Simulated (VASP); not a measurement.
# Fe (Im-3m) in VASP: notebook, part 2 of 3

VASP 6.6.1. The steps go on from the part before.

## Step 3: Density of states, LDA+U, collinear spin, ferromagnetic start (volume scaled by 0.88)

Input file POSCAR:

```
Fe
1.0
   -1.3828037700      1.3828037700      1.3828037700
    1.3828037700     -1.3828037700      1.3828037700
    1.3828037700      1.3828037700     -1.3828037700
Fe
1
Direct
    0.0000000000      0.0000000000      0.0000000000
```

Input file INCAR.step1:

```
ALGO = Normal
EDIFF = 1E-6
ENCUT = 520
GGA = CA
GGA_COMPAT = False
ISIF = 2
ISMEAR = -1
ISPIN = 2
LASPH = True
LCHARG = True
LDAU = True
LDAUJ = 0
LDAUL = 2
LDAUPRINT = 1
LDAUTYPE = 2
LDAUU = 2
LMAXMIX = 4
LORBIT = 11
LREAL = False
LWAVE = False
MAGMOM = -3.14
NBANDS = 14
NEDOS = 2001
NELM = 200
PREC = Accurate
SIGMA = 0.05
```

Input file KPOINTS.step1:

```
k-points
0
Gamma
  13 13 13
```

Input file INCAR.step2:

```
ALGO = Normal
EDIFF = 1E-6
ENCUT = 520
GGA = CA
GGA_COMPAT = False
ICHARG = 11
ISIF = 2
ISMEAR = -5
ISPIN = 2
LASPH = True
LCHARG = False
LDAU = True
LDAUJ = 0
LDAUL = 2
LDAUPRINT = 1
LDAUTYPE = 2
LDAUU = 2
LMAXMIX = 4
LORBIT = 11
LREAL = False
LWAVE = False
MAGMOM = -3.14
NBANDS = 14
NEDOS = 2001
NELM = 200
PREC = Accurate
SIGMA = 0.05
```

Input file KPOINTS.step2:

```
k-points
0
Gamma
  20 20 20
```

Potentials or basis: VASP PAW LDA potentials, release 64 (Fe).

Launch:

```sh
cat potpaw_LDA.64/Fe/POTCAR > POTCAR
cp INCAR.step1 INCAR
cp KPOINTS.step1 KPOINTS
mpirun -np 1 vasp_std > vasp.out
cp INCAR.step2 INCAR
cp KPOINTS.step2 KPOINTS
mpirun -np 1 vasp_std > vasp.out
```

OUTCAR:

```text
EDIFF = 1E-6
   ENCUT = 520
   GGA = CA
   ICHARG = 11
   ISIF = 2
   ISMEAR = -5
   ISPIN = 2
   LASPH = True
   LORBIT = 11
   LREAL = False
   NELM = 200
   PREC = Accurate

 ion  position               nearest neighbor table
   1  0.000  0.000  0.000-

  LATTYP: Found a body centered cubic cell.
 ALAT       =     2.7656075400

  Lattice vectors:

 A1 = (  -1.3828037700,   1.3828037700,   1.3828037700)
 A2 = (   1.3828037700,  -1.3828037700,   1.3828037700)
 A3 = (   1.3828037700,   1.3828037700,  -1.3828037700)

Analysis of symmetry for initial positions (statically):
=====================================================================
 Subroutine PRICEL returns:
 Original cell was already a primitive cell.

 Routine SETGRP: Setting up the symmetry group for a
 body centered cubic supercell.

 Subroutine GETGRP returns: Found 48 space group operations
 (whereof 48 operations were pure point group operations)
 out of a pool of 48 trial point group operations.

The static configuration has the point symmetry O_h .

Analysis of symmetry for dynamics (positions and initial velocities):
=====================================================================
 Subroutine PRICEL returns:
 Original cell was already a primitive cell.

 Routine SETGRP: Setting up the symmetry group for a
 body centered cubic supercell.

 Subroutine GETGRP returns: Found 48 space group operations
 (whereof 48 operations were pure point group operations)
 out of a pool of 48 trial point group operations.

The dynamic configuration has the point symmetry O_h .

Analysis of structural, dynamic, and magnetic symmetry:
=====================================================================
 Subroutine PRICEL returns:
 Original cell was already a primitive cell.

 Routine SETGRP: Setting up the symmetry group for a
 body centered cubic supercell.

 Subroutine GETGRP returns: Found 48 space group operations
 (whereof 48 operations were pure point group operations)
 out of a pool of 48 trial point group operations.

The overall configuration has the point symmetry O_h .

 Subroutine INISYM returns: Found 48 space group operations
 (whereof 48 operations are pure point group operations),
 and found     1 'primitive' translations

----------------------------------------------------------------------------------------

                                     Primitive cell

  volume of cell :      10.5765

  direct lattice vectors                    reciprocal lattice vectors
    -1.382803770  1.382803770  1.382803770     0.000000000  0.361584204  0.361584204
     1.382803770 -1.382803770  1.382803770     0.361584204  0.000000000  0.361584204
     1.382803770  1.382803770 -1.382803770     0.361584204  0.361584204  0.000000000

  length of vectors
     2.395086387  2.395086387  2.395086387     0.511357285  0.511357285  0.511357285

  position of ions in fractional coordinates (direct lattice)
     0.000000000  0.000000000  0.000000000

  ion indices of the primitive-cell ions
[... 103 lines left out ...]
   U (eV)           for each species LDAUU =   2.0
   J (eV)           for each species LDAUJ =   0.0
   GGA     = CA    functional components
   LHFCALC =     F    Hartree Fock is set to
   AEXX    =    0.0000 exact exchange contribution
   IVDW    =     0    specifies the selected vdW correction
   LEPSILON=     F    determine dielectric tensor
   LRPA    =     F    only Hartree local field effects (RPA)
 spin polarized calculation
 Fermi weights with tetrahedron method with Bloechl corrections
  energy-cutoff  :      520.00
  volume of cell :       10.58
 maximum number of plane-waves:       321
 NGX is ok and might be reduce to    18

atom =   1  type =  1  l = 2

 onsite density matrix

spin component  1

  0.4594  0.0000 -0.0000  0.0000  0.0000
  0.0000  0.4594 -0.0000  0.0000 -0.0000
 -0.0000 -0.0000  0.2753  0.0000 -0.0000
  0.0000  0.0000  0.0000  0.4594  0.0000
  0.0000 -0.0000 -0.0000  0.0000  0.2753

spin component  2

  0.8836  0.0000  0.0000 -0.0000  0.0000
  0.0000  0.8836  0.0000 -0.0000 -0.0000
  0.0000  0.0000  0.9125 -0.0000  0.0000
 -0.0000 -0.0000 -0.0000  0.8836 -0.0000
  0.0000 -0.0000  0.0000 -0.0000  0.9125

 occupancies and eigenvectors

  o =  0.2753  v =  0.0000  0.0000 -0.0000 -0.0000 -1.0000  0.0000  0.0000  0.0000  0.0000  0.0000      0.0000  0.0000  0.0000  0.0000  0.0000  0.0000  0.0000  0.0000  0.0000  0.0000
  o =  0.2753  v =  0.0000 -0.0000  1.0000 -0.0000 -0.0000  0.0000  0.0000  0.0000  0.0000  0.0000      0.0000  0.0000  0.0000  0.0000  0.0000  0.0000  0.0000  0.0000  0.0000  0.0000
  o =  0.4594  v =  0.0000  0.9999  0.0000  0.0121  0.0000  0.0000  0.0000  0.0000  0.0000  0.0000      0.0000  0.0000  0.0000  0.0000  0.0000  0.0000  0.0000  0.0000  0.0000  0.0000
  o =  0.4594  v =  0.0000 -0.0121  0.0000  0.9999 -0.0000  0.0000  0.0000  0.0000  0.0000  0.0000      0.0000  0.0000  0.0000  0.0000  0.0000  0.0000  0.0000  0.0000  0.0000  0.0000
  o =  0.4594  v =  1.0000  0.0000  0.0000  0.0000  0.0000  0.0000  0.0000  0.0000  0.0000  0.0000      0.0000  0.0000  0.0000  0.0000  0.0000  0.0000  0.0000  0.0000  0.0000  0.0000
  o =  0.8836  v =  0.0000  0.0000  0.0000  0.0000  0.0000  0.0000  0.1096 -0.0000 -0.9940 -0.0000      0.0000  0.0000  0.0000  0.0000  0.0000  0.0000  0.0000  0.0000  0.0000  0.0000
  o =  0.8836  v =  0.0000  0.0000  0.0000  0.0000  0.0000  0.0000 -0.9940  0.0000 -0.1096  0.0000      0.0000  0.0000  0.0000  0.0000  0.0000  0.0000  0.0000  0.0000  0.0000  0.0000
  o =  0.8836  v =  0.0000  0.0000  0.0000  0.0000  0.0000  1.0000  0.0000  0.0000  0.0000  0.0000      0.0000  0.0000  0.0000  0.0000  0.0000  0.0000  0.0000  0.0000  0.0000  0.0000
  o =  0.9125  v =  0.0000  0.0000  0.0000  0.0000  0.0000  0.0000 -0.0000  0.0000 -0.0000 -1.0000      0.0000  0.0000  0.0000  0.0000  0.0000  0.0000  0.0000  0.0000  0.0000  0.0000
  o =  0.9125  v =  0.0000  0.0000  0.0000  0.0000  0.0000  0.0000  0.0000  1.0000 -0.0000  0.0000      0.0000  0.0000  0.0000  0.0000  0.0000  0.0000  0.0000  0.0000  0.0000  0.0000

 number of electron       7.9999997 magnetization      -2.4782114

 Free energy of the ion-electron system (eV)
  ---------------------------------------------------
  ext. energy  EPLUGINS =         0.00000000
  ---------------------------------------------------
  free energy    TOTEN  =        -7.46733229 eV

  energy without entropy =       -7.46733229  energy(sigma->0) =       -7.46733229

 E-fermi :   6.1784     XC(G=0): -13.7879

 val. band max:        6.2713071458   @ k =   0.4500   0.0000   0.0000
 cond. band min:       6.0471430090   @ k =  -0.4000   0.4000   0.0500
 fundamental gap:     -0.2241641368
 Fermi energy:         6.1784328248

 spin component 1

 k-point     1 :       0.0000    0.0000    0.0000
  band No.  band energies     occupation
      1      -2.0567      1.00000
      2       6.2279     -0.05406
      3       6.2279     -0.00158
      4       6.2279      0.00000
      5       8.5759      0.00000
      6       8.5759      0.00000
      7      32.1915      0.00000
      8      32.1915      0.00000
      9      32.1915      0.00000
     10      38.5729      0.00000
     11      38.5729      0.00000
     12      41.4272      0.00000
[... 793 lines left out ...]
      3       3.1865      1.00000
      4       4.5746      1.00000
      5       5.0299      1.00000
      6       5.6570      1.02193
      7      20.4285      0.00000
      8      24.9891      0.00000
      9      28.9202      0.00000
     10      31.7582      0.00000
     11      36.5439      0.00000
     12      38.3932      0.00000
     13      44.0417      0.00000
     14      45.9654      0.00000

 [... further k-points ...]
[... 5 lines left out ...]
  --------------------------------------------------------------------------------------
  -------------------------------------------------------------------------------------
  Total        0.2725293      0.2725293      0.2725293      0.0000000      0.0000000      0.0000000
  in kB       41.2840279     41.2840279     41.2840279      0.0000000      0.0000000      0.0000000
  external PRESSURE =      41.2840279 kB  Pullay stress =       0.0000000 kB

 VOLUME and BASIS-vectors are now :
 -----------------------------------------------------------------------------
  energy-cutoff  :      520.00
  volume of cell :       10.58
      direct lattice vectors                 reciprocal lattice vectors
    -1.382803770  1.382803770  1.382803770     0.000000000  0.361584204  0.361584204
     1.382803770 -1.382803770  1.382803770     0.361584204  0.000000000  0.361584204
     1.382803770  1.382803770 -1.382803770     0.361584204  0.361584204  0.000000000

 POSITION                                       TOTAL-FORCE (eV/Angst)
 -----------------------------------------------------------------------------------
      0.00000      0.00000      0.00000         0.000000      0.000000     -0.000000
 -----------------------------------------------------------------------------------
    total drift:                                0.000000      0.000000      0.000000

  FREE ENERGIE OF THE ION-ELECTRON SYSTEM (eV)
  ---------------------------------------------------
  free  energy   TOTEN  =        -7.4673322921 eV

  energy  without entropy=       -7.4673322921  energy(sigma->0) =       -7.46733229

 total charge

# of ion       s       p       d       tot
------------------------------------------
    1        0.519   0.578   6.375   7.472

 magnetization (x)

# of ion       s       p       d       tot
------------------------------------------
    1        0.023   0.056  -2.536  -2.456
```

It took 58 s on 1 thread of Intel Xeon Platinum 8488C (Sapphire Rapids), shared host; peak memory 0.21 GiB.

Results:

```
Net moment                                            : -2.48 μB per cell
Site moments                                          : Fe -2.46 μB
Valence electrons inside the program's atomic spheres : Fe 7.47
```

Eigenvalues of the final occupation matrices:
```tsv
site	spin	trace	eigenvalues
site 1 d	1	1.93	0.28 0.28 0.46 0.46 0.46
site 1 d	2	4.48	0.88 0.88 0.88 0.91 0.91
```

Caveat: the U is typed as a test and isn't derived for this compound; tetrahedron occupations give inexact forces and stress in metals. The state reached can hang on the start; a lower one may exist.

(Continued in part 3 of 3.)
